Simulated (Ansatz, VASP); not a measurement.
**Two plane-wave programs on Ti**

File POSCAR:

```
Ti
1.0
    0.0000000000      2.0300000000      2.1112000000
    2.0300000000      0.0000000000      2.1112000000
    2.0300000000      2.0300000000      0.0000000000
Ti
1
Direct
    0.0000000000      0.0000000000      0.0000000000
```

INCAR.step1

```
PREC = Accurate
ENCUT = 520
ISMEAR = 0
SIGMA = 0.15
LREAL = False
LASPH = True
NELM = 60
NBANDS = 12
GGA = PE
ALGO = Normal
EDIFF = 1E-4
LWAVE = True
LCHARG = False
```

File INCAR.step2:

```
PREC = Accurate
ENCUT = 520
EDIFF = 1E-7
ISMEAR = 0
SIGMA = 0.15
LREAL = False
LASPH = True
NELM = 60
ALGO = Normal
ISIF = 2
LWAVE = False
LCHARG = True
METAGGA = R2SCAN
LMIXTAU = True
LELF = True
LVHAR = True
NBANDS = 12
ISTART = 1
```

The input KPOINTS:

```
Automatic mesh
0
Gamma
  20 20 20
```

Input for Ansatz:

```yaml
crystal:
  lattice:
    - [0.0, 2.03, 2.1112]
    - [2.03, 0.0, 2.1112]
    - [2.03, 2.03, 0.0]
  atoms:
    - { symbol: Ti, position: [0.0, 0.0, 0.0] }
basis:
  ecutwfc: 500
kpoints:
  mp_grid: { grid: [20, 20, 20] }
hamiltonian:
  xc: r2scan
scf:
  occupations: { method: gaussian, width: 0.15 }
output:
  forces: true
  stress: true
  eigenvalues: true
```

Change from the starting cell: strain +0.000 along x and y, +0.040 along z, atoms carried along.

Alike in both runs: task single point; functional r2SCAN; k mesh 20 × 20 × 20; occupations gaussian, width 0.15 eV; no spin polarisation.

|  | VASP | Ansatz |
| --- | --- | --- |
| version | VASP 6.6.1 | Ansatz 0.2.0 |
| potentials or method | VASP PAW PBE potentials, release 64 (Ti_sv), cutoff 520 eV | scalar-relativistic, plane waves, PAW |
| valence electrons in the cell | 12 | 12 |

Ansatz gave:

```
gap on the k mesh at the Fermi level (eV)                     : none
pressure (GPa)                                                : -0.2
traceless stress, the component that is largest in VASP (GPa) : -0.87
```

**Question.** Estimate VASP's values.

**Answer.** gap on the k mesh at the Fermi level (eV): none; pressure (GPa): 0.2; traceless stress, the component that is largest in VASP (GPa): -0.88.

VASP's potentials were made for PBE, not for r2SCAN. A gap of «none» marks a metal or a gap that the smearing closes.
